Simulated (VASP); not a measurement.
## Pd: single point with PBE

Pd:

```
CELL_PARAMETERS angstrom
0.00000 1.97089 1.97089
1.97089 0.00000 1.97089
1.97089 1.97089 0.00000
ATOMIC_POSITIONS crystal
Pd 0.00000 0.00000 0.00000
```

- Program: VASP 6.6.1
- Task: single point
- Functional: PBE
- Potentials or basis: VASP PAW PBE potentials, release 64 (Pd)
- Cutoff: 520 eV
- k mesh: 18 × 18 × 18
- Occupations: fermi-dirac, width 0.05 eV
- Spin: no spin polarisation

```json
{"Pressure": "-0.2 GPa", "Band gap on the k mesh": "zero (band 5 reaches 9.43 eV, above the bottom of band 6 at 7.95 eV)"}
```

Levels at points of the mesh, in eV from the Fermi level:
```tsv
k point	band 1	band 2	band 3	band 4	band 5	band 6	band 7	band 8	band 9	band 10
(0.00, 0.00, 0.00)	-6.85	-2.67	-2.67	-2.67	-1.16	-1.16	17.17	21.73	21.73	21.73
(0.50, 0.00, 0.00)	-5.01	-2.71	-2.71	-0.03	-0.03	1.10	7.03	16.52	20.74	20.74
(0.50, 0.50, 0.00)	-5.08	-4.81	-0.06	0.27	0.27	3.36	10.39	13.01	13.01	21.03
```

Wall time 18 s on 1 thread of Intel(R) Xeon(R) Platinum 8488C (Sapphire Rapids), with other jobs on the host, peak memory 0.16 GiB.
